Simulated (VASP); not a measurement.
# NaF: single point with PBE

Crystal: NaF.

```
Na F
1.0
     3.14016   -4.79798   -0.00027
     3.14016    4.79798   -0.00027
    -1.42143    0.00000    2.63574
Na F
3 3
Direct
  0.30313 0.99692 0.39943
  0.66290 0.66290 0.91331
  0.99692 0.30313 0.39943
  0.69583 0.00299 0.60001
  0.33799 0.33799 0.08771
  0.00299 0.69583 0.60001
```

This cell differs from its parent crystal: volume scaled by 0.94, then relaxed in part.

| Property | Result |
| --- | --- |
| Program | VASP 6.6.1 |
| Task | single point |
| Functional | PBE |
| Potentials or basis | VASP PAW PBE potentials, release 64 (Na_pv, F) |
| Cutoff | 520 eV |
| k mesh | 6 × 6 × 8 |
| Occupations | gaussian, width 0.02 eV |
| Spin | no spin polarisation |
| Dipole correction | no |
| Further INCAR settings | ALGO = Normal; EDIFF = 1e-07; NBANDS = 30 |

The pressure is 2.7 GPa. The largest force is 0.010 eV/Å and the band gap on the k mesh is 5.67 eV, indirect (least direct gap 5.69 eV).

Forces on the atoms (eV/Å):
```
Na   0.003  0.009  0.003
Na   0.003  0.000  0.001
Na   0.003 -0.009  0.003
F   -0.003 -0.009 -0.003
F   -0.002  0.000 -0.002
F   -0.003  0.009 -0.003
```

Levels at points of the mesh, in eV from the valence-band top:
```csv
k point,band 17,band 18,band 19,band 20,band 21,band 22,band 23,band 24,band 25,band 26
"(0.00, 0.00, 0.00)",-0.32,-0.28,-0.26,-0.05,-0.03,5.67,10.63,10.94,12.12,13.09
"(0.50, 0.00, 0.00)",-0.44,-0.37,-0.32,-0.07,-0.01,7.76,7.98,10.14,11.76,13.89
"(0.50, 0.50, 0.00)",-0.42,-0.41,-0.33,-0.07,0.00,7.72,8.07,10.06,11.46,14.42
"(0.00, 0.00, 0.50)",-0.88,-0.66,-0.52,-0.39,-0.25,10.80,11.29,11.31,11.55,12.44
"(0.50, 0.00, 0.50)",-0.83,-0.78,-0.59,-0.25,-0.22,10.19,10.79,11.42,12.63,12.76
"(0.50, 0.50, 0.50)",-0.88,-0.66,-0.52,-0.38,-0.25,10.82,11.29,11.29,11.55,12.42
```

Run time: 5.8 min on 1 thread of Oxide Virtual Turin-like Processor, on a shared host, peak memory 0.28 GiB.

 A k mesh can miss the band edges.
